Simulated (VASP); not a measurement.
# Rb (Pmmm) in VASP: further runs

Rb is run at these levels: PBE; tasks: single point, relaxation of shape and atoms at fixed volume.

Everything below comes from runs of VASP 6.6.1. Logs are shortened: lines on timing, memory, paths and dates and some standing lists are left out, and cuts for length are marked.

### 1 The cell of the first run

The typed cell holds 1 atom: a = 4.660 Å, b = 4.672 Å, c = 4.681 Å, α = 90.00°, β = 90.00°, γ = 90.00°.

This isn't the form of Rb at room conditions, which is bcc.

### 2 Single point, PBE (101.91 Å³/atom)

Contents of INCAR:

```
SYSTEM = Rb
  PREC = Accurate
  ENCUT = 520
  EDIFF = 1E-6
  ISMEAR = 0
  SIGMA = 0.1
  LREAL = .FALSE.
  LASPH = .TRUE.
  NELM = 80
  ALGO = Fast
  ISIF = 2
  LWAVE = .FALSE.
  LCHARG = .TRUE.
  GGA = PE
  LELF = .TRUE.
  LVHAR = .TRUE.
  NBANDS = 10
```

Contents of KPOINTS:

```
regular mesh
0
G
  12 12 12
  0 0 0
```

Contents of POSCAR:

```
Rb
1.0
    4.6598952925      0.0000000000      0.0000000000
    0.0000000000      4.6719150094      0.0000000000
    0.0000000000      0.0000000000      4.6812860312
Rb
1
Direct
    0.0000000000      0.0000000000      0.0000000000
```

Potentials or basis: VASP PAW PBE potentials, release 64 (Rb_sv).

The run is started by

```
cat potpaw_PBE.64/Rb_sv/POTCAR > POTCAR
mpirun -np 1 vasp_std > vasp.out
```

OUTCAR:

```text
SYSTEM = Rb
   PREC = Accurate
   ENCUT = 520
   EDIFF = 1E-6
   ISMEAR = 0
   LREAL = .FALSE.
   LASPH = .TRUE.
   NELM = 80
   ISIF = 2
   GGA = PE

 ion  position               nearest neighbor table
   1  0.000  0.000  0.000-

  LATTYP: Found a simple orthorhombic cell.
 ALAT       =     4.6598952925
 B/A-ratio  =     1.0025793963
 C/A-ratio  =     1.0045903904

  Lattice vectors:

 A1 = (   4.6598952925,   0.0000000000,   0.0000000000)
 A2 = (   0.0000000000,   4.6719150094,   0.0000000000)
 A3 = (   0.0000000000,   0.0000000000,   4.6812860312)

Analysis of symmetry for initial positions (statically):
=====================================================================
 Subroutine PRICEL returns:
 Original cell was already a primitive cell.

 Routine SETGRP: Setting up the symmetry group for a
 simple orthorhombic supercell.

 Subroutine GETGRP returns: Found  8 space group operations
 (whereof  8 operations were pure point group operations)
 out of a pool of  8 trial point group operations.

The static configuration has the point symmetry D_2h.

Analysis of symmetry for dynamics (positions and initial velocities):
=====================================================================
 Subroutine PRICEL returns:
 Original cell was already a primitive cell.

 Routine SETGRP: Setting up the symmetry group for a
 simple orthorhombic supercell.

 Subroutine GETGRP returns: Found  8 space group operations
 (whereof  8 operations were pure point group operations)
 out of a pool of  8 trial point group operations.

The dynamic configuration has the point symmetry D_2h.

 Subroutine INISYM returns: Found  8 space group operations
 (whereof  8 operations are pure point group operations),
 and found     1 'primitive' translations

----------------------------------------------------------------------------------------

                                     Primitive cell

  volume of cell :     101.9146

  direct lattice vectors                    reciprocal lattice vectors
     4.659895292  0.000000000  0.000000000     0.214597097  0.000000000  0.000000000
     0.000000000  4.671915009  0.000000000     0.000000000  0.214044990  0.000000000
     0.000000000  0.000000000  4.681286031     0.000000000  0.000000000  0.213616513

  length of vectors
     4.659895292  4.671915009  4.681286031     0.214597097  0.214044990  0.213616513

  position of ions in fractional coordinates (direct lattice)
     0.000000000  0.000000000  0.000000000

[... 74 lines left out ...]
   NELM   =     80;   NELMIN=  2; NELMDL= -5     # of ELM steps
   EDIFF  = 0.1E-05   stopping-criterion for ELM
   LREAL  =      F    real-space projection
[... 7 lines left out ...]
   TEBEG  =    0.0;   TEEND  =   0.0 temperature during run
   PSTRESS=    0.0 pullay stress
   NELECT =       9.0000    total number of electrons
   NUPDOWN=      -1.0000    fix difference up-down
   EMIN   =  10.00;   EMAX   =-10.00  energy-range for DOS
   EFERMI =   0.00;   METHOD = LEGACY
   ISMEAR =     0;   SIGMA  =   0.10  broadening in eV -4-tet -1-fermi 0-gaus
   EFERMI_NEDOS =   21; number of points for ismear=-14 and -15
   IALGO  =     68    algorithm
   IMIX   =      4    mixing-type and parameters
     AMIX     =   0.40;   BMIX     =  1.00
     AMIX_MAG =   1.60;   BMIX_MAG =  1.00
  volume/ion in A,a.u.               =     101.91       687.75
  Fermi-wavevector in a.u.,A,eV,Ry     =   0.729027  1.377661  7.231228  0.531480
  Thomas-Fermi vector in A             =   1.820647
   LORBIT       =      0    0 simple, 1 ext, 2 COOP (PROOUT), +10 PAW based schemes
   GGA     = PE    functional components
   LHFCALC =     F    Hartree Fock is set to
   AEXX    =    0.0000 exact exchange contribution
   IVDW    =     0    specifies the selected vdW correction
   LEPSILON=     F    determine dielectric tensor
   LRPA    =     F    only Hartree local field effects (RPA)
 non-spin polarized calculation
 RMM-DIIS sequential band-by-band and
 Gauss-broadening in eV      SIGMA  =   0.10
  energy-cutoff  :      520.00
  volume of cell :      101.91
 maximum number of plane-waves:      2800
 NGX is ok and might be reduce to    36
   NGX = 17   NGY = 17   NGZ = 17

 number of electron       9.0000000 magnetization

 Free energy of the ion-electron system (eV)
  ---------------------------------------------------
  ext. energy  EPLUGINS =         0.00000000
  ---------------------------------------------------
  free energy    TOTEN  =        -0.84270666 eV

  energy without entropy =       -0.83740175  energy(sigma->0) =       -0.84005420

 E-fermi :  -0.2088     XC(G=0):  -5.1875

 val. band max:       -0.2189859520   @ k =   0.3333   0.2500   0.2500
 cond. band min:      -0.1908885549   @ k =   0.0833   0.2500   0.4167
 fundamental gap:      0.0280973972
 Fermi energy:        -0.2087874572

 k-point     1 :       0.0000    0.0000    0.0000
  band No.  band energies     occupation
      1     -29.3004      2.00000
      2     -13.3370      2.00000
      3     -13.3364      2.00000
      4     -13.3355      2.00000
      5      -2.0358      2.00000
      6       2.1151      0.00000
      7       2.1242      0.00000
      8       5.3287      0.00000
      9       5.3597      0.00000
     10       5.3893      0.00000
[... 287 lines left out ...]
 k-point    24 :       0.1667    0.2500    0.0000
  band No.  band energies     occupation
      1     -29.2976      2.00000
      2     -13.3870      2.00000
      3     -13.3579      2.00000
      4     -13.3302      2.00000
      5      -1.2955      2.00000
      6       1.7165      0.00000
      7       2.2331      0.00000
      8       3.5389      0.00000
      9       4.3035      0.00000
     10       5.0526      0.00000

 [... further k-points ...]

------------------------ aborting loop because EDIFF is reached ----------------------------------------

  FORCE on cell =-STRESS in cart. coord.  units (eV):
  Direction    XX          YY          ZZ          XY          YZ          ZX
  --------------------------------------------------------------------------------------
  -------------------------------------------------------------------------------------
  Total       -0.0315661     -0.0405524     -0.0475236      0.0000000      0.0000000      0.0000000
  in kB       -0.4962444     -0.6375165     -0.7471088      0.0000000      0.0000000      0.0000000
  external PRESSURE =      -0.6269565 kB  Pullay stress =       0.0000000 kB

 VOLUME and BASIS-vectors are now :
 -----------------------------------------------------------------------------
  energy-cutoff  :      520.00
  volume of cell :      101.91
      direct lattice vectors                 reciprocal lattice vectors
     4.659895292  0.000000000  0.000000000     0.214597097  0.000000000  0.000000000
     0.000000000  4.671915009  0.000000000     0.000000000  0.214044990  0.000000000
     0.000000000  0.000000000  4.681286031     0.000000000  0.000000000  0.213616513

 POSITION                                       TOTAL-FORCE (eV/Angst)
 -----------------------------------------------------------------------------------
      0.00000      0.00000      0.00000         0.000000      0.000000      0.000000
 -----------------------------------------------------------------------------------
    total drift:                               -0.000000     -0.000000     -0.000000

  FREE ENERGIE OF THE ION-ELECTRON SYSTEM (eV)
  ---------------------------------------------------
  free  energy   TOTEN  =        -0.8427066620 eV

  energy  without entropy=       -0.8374017453  energy(sigma->0) =       -0.84005420
```

OSZICAR:

```text
N       E                     dE             d eps       ncg     rms          rms(c)
DAV:   1     0.450632043596E+02    0.45063E+02   -0.31772E+03  6860   0.643E+02
DAV:   2     0.230973837407E+01   -0.42753E+02   -0.41815E+02  7618   0.123E+02
DAV:   3    -0.687330164817E+00   -0.29971E+01   -0.29870E+01  8798   0.340E+01
DAV:   4    -0.840406446324E+00   -0.15308E+00   -0.15275E+00 10100   0.655E+00
DAV:   5    -0.842901365007E+00   -0.24949E-02   -0.24936E-02  9116   0.798E-01    0.992E-01
RMM:   6    -0.842536986173E+00    0.36438E-03   -0.13945E-03  8336   0.236E-01    0.610E-01
RMM:   7    -0.842604298446E+00   -0.67312E-04   -0.34184E-03  8994   0.349E-01    0.589E-02
RMM:   8    -0.842691725330E+00   -0.87427E-04   -0.30181E-04 10498   0.103E-01    0.104E-02
RMM:   9    -0.842701242625E+00   -0.95173E-05   -0.88543E-05 11413   0.394E-02    0.903E-03
RMM:  10    -0.842704926289E+00   -0.36837E-05   -0.20240E-05 11015   0.186E-02    0.518E-03
RMM:  11    -0.842706318420E+00   -0.13921E-05   -0.79894E-06  9672   0.111E-02    0.159E-03
RMM:  12    -0.842706661978E+00   -0.34356E-06   -0.27526E-06  8619   0.681E-03
   1 F= -.84270666E+00 E0= -.84005420E+00  d E =-.530492E-02
```

Run time: 1.8 min. Hardware: 1 thread of AMD EPYC 9R45 (Zen 5), shared host; peak memory 0.41 GiB.

Results:

| Property | Result |
| --- | --- |
| Free energy | -0.8427 eV |
| Pressure | -0.1 GPa |
| Band gap on the k mesh | zero (an odd number of electrons rules out a gap without spin polarisation) |

Levels at points of the mesh, in eV from the Fermi level:
```csv
k point,band 2,band 3,band 4,band 5,band 6,band 7
"(0.00, 0.00, 0.00)",-13.13,-13.13,-13.13,-1.83,2.32,2.33
"(0.50, 0.00, 0.00)",-13.24,-13.12,-13.12,-0.15,0.32,2.89
"(0.00, 0.50, 0.00)",-13.23,-13.12,-13.12,-0.16,0.31,2.89
"(0.50, 0.50, 0.00)",-13.22,-13.22,-13.11,0.87,1.62,2.04
"(0.00, 0.00, 0.50)",-13.23,-13.12,-13.12,-0.17,0.31,2.88
"(0.50, 0.00, 0.50)",-13.22,-13.22,-13.11,0.87,1.61,2.03
"(0.00, 0.50, 0.50)",-13.22,-13.22,-13.11,0.87,1.60,2.02
"(0.50, 0.50, 0.50)",-13.21,-13.21,-13.21,1.83,1.84,1.85
```

### 3 Single point, PBE (104.88 Å³/atom)

This run uses another cell than the first one, of 104.88 Å³/atom.

Contents of INCAR:

```
SYSTEM = Rb
PREC     = Accurate       ! precision mode
ENCUT    = 520            ! plane-wave cutoff, eV
EDIFF    = 1E-7           ! SCF threshold, eV
ISMEAR   = 0              ! smearing method
SIGMA    = 0.1            ! smearing width, eV
LREAL    = .FALSE.        ! projectors in reciprocal space
LASPH    = .TRUE.         ! aspherical terms in the spheres
NELM     = 80             ! most SCF steps
ALGO     = Fast           ! electronic algorithm
ISIF     = 2              ! what is computed and relaxed
LWAVE    = .FALSE.        ! write WAVECAR
LCHARG   = .FALSE.        ! write CHGCAR
GGA      = PE             ! functional
NBANDS   = 10             ! bands
```

Contents of KPOINTS:

```
Automatic mesh
0
G
  12 12 12
  0 0 0
```

Contents of POSCAR:

```
Rb
1.0
    4.7047047269      0.0000000000      0.0000000000
    0.0000000000      4.7168400251      0.0000000000
    0.0000000000      0.0000000000      4.7263011584
Rb
1
Direct
    0.0000000000      0.0000000000      0.0000000000
```

Potentials or basis: VASP PAW PBE potentials, release 64 (Rb_sv).

The run is started by

```
cat potpaw_PBE.64/Rb_sv/POTCAR > POTCAR
mpirun -np 1 vasp_std > vasp.out
```

Run time: 2.1 min. Hardware: 1 thread of AMD EPYC 9R45 (Zen 5), shared host; peak memory 0.42 GiB.

It converged, with:

```
Free energy            : -0.8411 eV
Pressure               : -0.1 GPa
Band gap on the k mesh : zero (an odd number of electrons rules out a gap without spin polarisation)
```

Levels at points of the mesh, in eV from the Fermi level:
```
           k point  band 2  band 3  band 4  band 5  band 6  band 7
(0.00, 0.00, 0.00)  -13.14  -13.14  -13.14   -1.79    2.32    2.33
(0.50, 0.00, 0.00)  -13.24  -13.13  -13.13   -0.15    0.32    2.88
(0.00, 0.50, 0.00)  -13.24  -13.13  -13.13   -0.16    0.31    2.88
(0.50, 0.50, 0.00)  -13.23  -13.22  -13.12    0.90    1.59    2.00
(0.00, 0.00, 0.50)  -13.23  -13.13  -13.13   -0.17    0.31    2.87
(0.50, 0.00, 0.50)  -13.23  -13.22  -13.12    0.90    1.58    1.99
(0.00, 0.50, 0.50)  -13.22  -13.22  -13.12    0.90    1.57    1.98
(0.50, 0.50, 0.50)  -13.21  -13.21  -13.21    1.84    1.84    1.85
```

### 4 Single point, PBE (108.84 Å³/atom)

This run uses another cell than the first one, of 108.84 Å³/atom.

Contents of INCAR:

```
SYSTEM = Rb
PREC = Accurate
ENCUT = 520
EDIFF = 1E-6
ISMEAR = 0
SIGMA = 0.1
LREAL = .FALSE.
LASPH = .TRUE.
NELM = 60
ALGO = Fast
ISIF = 2
LWAVE = .FALSE.
LCHARG = .FALSE.
GGA = PE
NBANDS = 10
```

KPOINTS is that of step 3.

Contents of POSCAR:

```
Rb
1.0
    4.7631542404      0.0000000000      0.0000000000
    0.0000000000      4.7754403030      0.0000000000
    0.0000000000      0.0000000000      4.7850189779
Rb
1
Direct
    0.0000000000      0.0000000000      0.0000000000
```

The run is started by

```
cat potpaw_PBE.64/Rb_sv/POTCAR > POTCAR
mpirun -np 1 vasp_std > vasp.out
```

Wall time 1.8 min (1 thread of AMD EPYC 9R45 (Zen 5), shared host); peak memory 0.43 GiB.

It converged, with:

* Free energy: -0.8375 eV
* Pressure: -0.2 GPa
* Band gap on the k mesh: zero (an odd number of electrons rules out a gap without spin polarisation)

Levels at points of the mesh, in eV from the Fermi level:
```csv
k point,band 2,band 3,band 4,band 5,band 6,band 7
"(0.00, 0.00, 0.00)",-13.16,-13.16,-13.16,-1.74,2.32,2.33
"(0.50, 0.00, 0.00)",-13.24,-13.15,-13.15,-0.15,0.32,2.86
"(0.00, 0.50, 0.00)",-13.24,-13.15,-13.15,-0.16,0.31,2.86
"(0.50, 0.50, 0.00)",-13.23,-13.23,-13.14,0.93,1.55,1.94
"(0.00, 0.00, 0.50)",-13.24,-13.15,-13.15,-0.17,0.31,2.86
"(0.50, 0.00, 0.50)",-13.23,-13.23,-13.14,0.93,1.54,1.93
"(0.00, 0.50, 0.50)",-13.23,-13.23,-13.14,0.93,1.52,1.92
"(0.50, 0.50, 0.50)",-13.22,-13.22,-13.22,1.84,1.85,1.86
```

### 5 Relaxation of shape and atoms at fixed volume, PBE (104.88 Å³/atom)

This run uses another cell than the first one, of 104.88 Å³/atom.

Contents of INCAR:

```
ALGO = Fast ; EDIFF = 1E-6
EDIFFG = -0.01 ; ENCUT = 600
GGA = PE ; IBRION = 2
ISIF = 4 ; ISMEAR = 0
LASPH = True ; LCHARG = False
LREAL = False ; LWAVE = False
NELM = 100 ; NSW = 50
PREC = Accurate ; SIGMA = 0.1
```

Contents of KPOINTS:

```
k-points
0
Gamma
  12 12 12
```

Contents of POSCAR:

```
Rb
1.0
    4.7047047269      0.0000000000      0.0000000000
    0.0000000000      4.7168400251      0.0000000000
    0.0000000000      0.0000000000      4.7263011584
Rb
1
Direct
    0.0000000000      0.0000000000      0.0000000000
```

The run is started by

```
cat potpaw_PBE.64/Rb_sv/POTCAR > POTCAR
mpirun -np 1 vasp_std > vasp.out
```

It took 6.1 min on 1 thread of Intel Xeon 8259CL, shared host; peak memory 0.52 GiB.

The run converged. Its results:

```yaml
Free_energy: -0.8410 eV
Pressure_after_relaxing: -0.1 GPa
Band_gap_on_the_k_mesh: zero (an odd number of electrons rules out a gap without spin polarisation)
```

Final structure:
```
Rb
1.0
     4.70470    0.00000    0.00000
     0.00000    4.71684    0.00000
     0.00000    0.00000    4.72630
Rb
1
Direct
  0.00000 0.00000 0.00000
```

Levels at points of the mesh, in eV from the Fermi level:
```
           k point  band 1  band 2  band 3  band 4  band 5  band 6  band 7  band 8
(0.00, 0.00, 0.00)  -29.10  -13.14  -13.14  -13.14   -1.79    2.32    2.33    5.44
(0.50, 0.00, 0.00)  -29.10  -13.24  -13.13  -13.13   -0.15    0.32    2.88    3.98
(0.00, 0.50, 0.00)  -29.10  -13.24  -13.13  -13.13   -0.16    0.31    2.88    3.98
(0.50, 0.50, 0.00)  -29.09  -13.23  -13.22  -13.12    0.90    1.59    2.00    2.00
(0.00, 0.00, 0.50)  -29.10  -13.23  -13.13  -13.13   -0.17    0.31    2.87    4.02
(0.50, 0.00, 0.50)  -29.09  -13.23  -13.22  -13.12    0.90    1.58    1.99    1.99
(0.00, 0.50, 0.50)  -29.09  -13.22  -13.22  -13.12    0.90    1.57    1.98    1.98
(0.50, 0.50, 0.50)  -29.09  -13.21  -13.21  -13.21    1.84    1.84    1.85    3.57
```

Caveat: the relaxation stopped at its first step, so nothing moved.

### 6 Relaxation of shape and atoms at fixed volume, PBE (101.91 Å³/atom)

Contents of INCAR:

```
  ALGO = Fast
  EDIFF = 1E-7
  EDIFFG = -0.01
  ENCUT = 600
  GGA = PE
  IBRION = 2
  ISIF = 4
  ISMEAR = 0
  LASPH = T
  LCHARG = F
  LREAL = F
  LWAVE = F
  NELM = 60
  NSW = 50
  PREC = Accurate
  SIGMA = 0.1
```

KPOINTS is that of step 5.

Contents of POSCAR:

```
Rb
1.0
    4.6598952925      0.0000000000      0.0000000000
    0.0000000000      4.6719150094      0.0000000000
    0.0000000000      0.0000000000      4.6812860312
Rb
1
Direct
    0.0000000000      0.0000000000      0.0000000000
```

Potentials or basis: VASP PAW PBE potentials, release 64 (Rb_sv).

The run is started by

```
cat potpaw_PBE.64/Rb_sv/POTCAR > POTCAR
mpirun -np 1 vasp_std > vasp.out
```

It took 8.7 min on 1 thread of AMD EPYC 7R13, shared host; peak memory 0.47 GiB.

The run converged. Its results:

| Item | Value |
| --- | --- |
| Free energy | -0.8427 eV |
| Pressure after relaxing | -0.1 GPa |
| Band gap on the k mesh | zero (an odd number of electrons rules out a gap without spin polarisation) |

Final structure:
```cif
data_structure
_symmetry_space_group_name_H-M 'P 1'
_symmetry_Int_Tables_number 1
_cell_length_a 4.6599
_cell_length_b 4.6719
_cell_length_c 4.6813
_cell_angle_alpha 90.000
_cell_angle_beta 90.000
_cell_angle_gamma 90.000
_cell_volume 101.91
loop_
_atom_site_label
_atom_site_type_symbol
_atom_site_fract_x
_atom_site_fract_y
_atom_site_fract_z
_atom_site_occupancy
Rb1 Rb 0.00000 0.00000 0.00000 1
```

Levels at points of the mesh, in eV from the Fermi level:
```
           k point  band 1  band 2  band 3  band 4  band 5  band 6  band 7  band 8
(0.00, 0.00, 0.00)  -29.09  -13.13  -13.13  -13.13   -1.83    2.32    2.33    5.56
(0.50, 0.00, 0.00)  -29.09  -13.23  -13.12  -13.12   -0.15    0.32    2.89    4.02
(0.00, 0.50, 0.00)  -29.09  -13.23  -13.12  -13.12   -0.16    0.31    2.89    4.05
(0.50, 0.50, 0.00)  -29.08  -13.22  -13.22  -13.11    0.87    1.62    2.04    2.04
(0.00, 0.00, 0.50)  -29.09  -13.23  -13.12  -13.12   -0.17    0.31    2.88    4.05
(0.50, 0.00, 0.50)  -29.08  -13.22  -13.22  -13.11    0.87    1.61    2.03    2.04
(0.00, 0.50, 0.50)  -29.08  -13.22  -13.22  -13.11    0.87    1.60    2.02    2.03
(0.50, 0.50, 0.50)  -29.08  -13.21  -13.21  -13.21    1.83    1.84    1.85    3.60
```

Caveat: the relaxation stopped at its first step, so nothing moved.

### 7 Summary

| task | cell | cutoff (eV) | gap on the mesh (eV) | pressure (GPa) |
| --- | --- | --- | --- | --- |
| single point | a = 4.660, b = 4.672, c = 4.681 Å, 1 atom | 520 | none | -0.1 |
| single point | a = 4.705, b = 4.717, c = 4.726 Å, 1 atom | 520 | none | -0.1 |
| single point | a = 4.763, b = 4.775, c = 4.785 Å, 1 atom | 520 | none | -0.2 |
| relaxation of shape and atoms at fixed volume | relaxed from a = 4.705, b = 4.717, c = 4.726 Å, 1 atom | 600 | none | -0.1 |
| relaxation of shape and atoms at fixed volume | relaxed from a = 4.660, b = 4.672, c = 4.681 Å, 1 atom | 600 | none | -0.1 |

Alike in all rows: level PBE; potentials or basis VASP PAW PBE potentials, release 64 (Rb_sv); no spin polarisation; k mesh 12 × 12 × 12; smearing gaussian 0.1 eV.

Caveats: the relaxation stopped at its first step, so nothing moved (at least some runs).

Absolute energies hang on the potentials; compare differences alone.
